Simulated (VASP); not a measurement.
Write the native input for VASP 6.6.1 that does the following.

- Task: single point
- Functional: PBE
- Potentials or basis: VASP PAW PBE potentials, release 64 (Pd)
- Cutoff: 520 eV
- k mesh: 17 × 17 × 6
- Occupations: fermi-dirac, width 0.08 eV
- Spin: no spin polarisation
- Dipole correction: no
- Further INCAR settings: ALGO = Normal; EDIFF = 1e-06; NBANDS = 22

The structure of Pd lies in POSCAR:

```
Pd
1.0
    0.0000000000      1.9726083347     -1.9726083347
   -1.9726083347      0.0000000000      1.9726083347
    3.9452166694      3.9452166694      3.9452166694
Pd
3
Direct
    0.0000000000      0.0000000000      0.0000000000
    0.3333333330      0.6666666670      0.3333333330
    0.6666666670      0.3333333330      0.6666666670
```

One way to write it, as run:

INCAR

```
SYSTEM = Pd
PREC = Accurate ; ENCUT = 520
EDIFF = 1E-6 ; ISMEAR = -1
SIGMA = 0.08 ; LREAL = .False.
LASPH = .True. ; NELM = 100
ALGO = Normal ; ISIF = 2
LWAVE = .False. ; LCHARG = .False.
GGA = PE ; NBANDS = 22
```

KPOINTS

```
Automatic mesh
0
Gamma
  17 17 6
  0 0 0
```

Potentials or basis: VASP PAW PBE potentials, release 64 (Pd).

Command:

```sh
$ cat potpaw_PBE.64/Pd/POTCAR > POTCAR
$ mpirun -np 1 vasp_std > vasp.out
```

Results of the run:

```json
{
 "Pressure": "-0.3 GPa",
 "Band gap on the k mesh": "zero (band 15 reaches 9.37 eV, above the bottom of band 16 at 8.20 eV)"
}
```

It took 3.2 min on 1 thread of AMD EPYC 7R13, on a shared host, peak memory 0.25 GiB.
